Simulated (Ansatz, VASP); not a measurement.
**Li: VASP beside Ansatz**

```
CELL_PARAMETERS angstrom
1.55565 0.89816 7.61351
-1.55565 0.89816 7.61351
0.00000 -1.79631 7.61351
ATOMIC_POSITIONS crystal
Li 0.00000 0.00000 0.00000
Li 0.22200 0.22200 0.22200
Li 0.77800 0.77800 0.77800
```

Change from the starting cell: volume scaled by 1.01, crystal datasets.

Alike in both runs: task electric field gradients; functional LDA; k mesh 12 × 12 × 12; occupations fermi-dirac, width 0.08 eV; no spin polarisation.

```csv
,VASP,Ansatz
version,VASP 6.6.1,Ansatz 0.2.0
potentials or method,"VASP PAW LDA potentials, release 64 (Li_sv), cutoff 520 eV","all-electron PAW with datasets made for the crystal, scalar-relativistic"
```

```csv
,VASP,Ansatz,Ansatz less VASP
rms of the force components (eV/Å),0.004,0.004,-0.0002
```

LDA's correlation is that of Perdew and Zunger in VASP and of Perdew and Wang (1992) in Ansatz. Atom by atom the forces differ by 0.000 eV/Å (rms over components). Ansatz ran all-electron here, and VASP with PAW potentials. Ansatz's warnings: printed levels off.

Noted on VASP's run: the cutoff is short for stress, so the pressure is rough.
